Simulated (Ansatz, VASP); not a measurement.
MnAs: VASP beside Ansatz

The input INCAR:

```
SYSTEM = MnAs
PREC     = Accurate       ! precision mode
ENCUT    = 600            ! plane-wave cutoff, eV
EDIFF    = 1E-6           ! SCF threshold, eV
ISMEAR   = -1             ! smearing method
SIGMA    = 0.05           ! smearing width, eV
LREAL    = .FALSE.        ! projectors in reciprocal space
LASPH    = .TRUE.         ! aspherical terms in the spheres
NELM     = 150            ! most SCF steps
ALGO     = Normal         ! electronic algorithm
ISIF     = 3              ! what is computed and relaxed
LWAVE    = .FALSE.        ! write WAVECAR
LCHARG   = .FALSE.        ! write CHGCAR
ISPIN    = 2              ! spin polarisation
MAGMOM   = 0 0 4 4        ! initial moments
LORBIT   = 11             ! projections on sites
LMAXMIX  = 4              ! l up to which the mixer works
GGA      = RE             ! functional
IBRION   = 2              ! ionic algorithm
NSW      = 60             ! ionic steps
EDIFFG   = -0.01          ! ionic threshold
```

KPOINTS

```
regular mesh
0
G
  8 8 5
  0 0 0
```

Contents of POSCAR:

```
MnAs
1.0
    3.7100000000      0.0000000000      0.0000000000
   -1.8550000000      3.2129542480      0.0000000000
    0.0000000000      0.0000000000      5.6910000000
As Mn
2 2
Direct
    0.6666666667      0.3333333333      0.7500000000
    0.3333333333      0.6666666667      0.2500000000
    0.0000000000      0.0000000000      0.5000000000
    0.0000000000      0.0000000000      0.0000000000
```

input.yaml

```yaml
crystal:
  lattice:
    - [3.71, 0.0, 0.0]
    - [-1.855, 3.212954248, 0.0]
    - [0.0, 0.0, 5.691]
  atoms:
    - { symbol: As, position: [0.6666666667, 0.3333333333, 0.75] }
    - { symbol: As, position: [0.3333333333, 0.6666666667, 0.25] }
    - { symbol: Mn, position: [0.0, 0.0, 0.5], spin: 4.0 }
    - { symbol: Mn, position: [0.0, 0.0, 0.0], spin: 4.0 }
hamiltonian:
  xc: revpbe
  pseudopotentials: { kind: paw }
magnetization:
  spin_polarized: true
kpoints:
  mp_grid: { grid: [8, 8, 5] }
scf:
  occupations: { method: fermi_dirac, width: 0.05 }
output:
  forces: true
  stress: true
  write_density: true
  write_potential: true
  elf: true
  volumetric_format: npy
relax:
  f_tol: 0.01
  max_steps: 40
  cell: { stress_tol: 0.05 }
```

Alike in both runs: task relaxation of cell and atoms; functional revPBE; k mesh 8 × 8 × 5; occupations fermi-dirac, width 0.05 eV; collinear spin.

```csv
,VASP,Ansatz
version,VASP 6.6.1,Ansatz 0.2.0
potentials or method,"VASP PAW PBE potentials, release 64 (As, Mn_pv)",Ansatz PAW
plane-wave cutoff (eV),600,420
valence electrons in the cell,36,60
```

```csv
,VASP,Ansatz,Ansatz less VASP
"gap on the k mesh at the Fermi level, each at its own relaxed structure (eV)",none,none,-
net moment per atom (μB),1.57,1.57,0.000
size of the moment on the site where the two differ most (μB),3.20,3.15,-0.050
relaxed volume (Å³/atom),16.77,16.76,-0.015
relaxed length of the cell vector where the two differ most in proportion (Å),3.733,3.732,-0.0014
```

VASP's potentials were made for PBE, not for revPBE. Site moments also hang on the region over which each program counts them. A gap of «none» marks a metal or a gap that the smearing closes. VASP's potentials hold 36 valence electrons a cell and Ansatz's 60, so a difference there can come from the potentials and not from the codes.

Noted on Ansatz's run: the plane-wave basis is chosen anew once the cell has moved, so the energies of steps on either side of that aren't comparable.
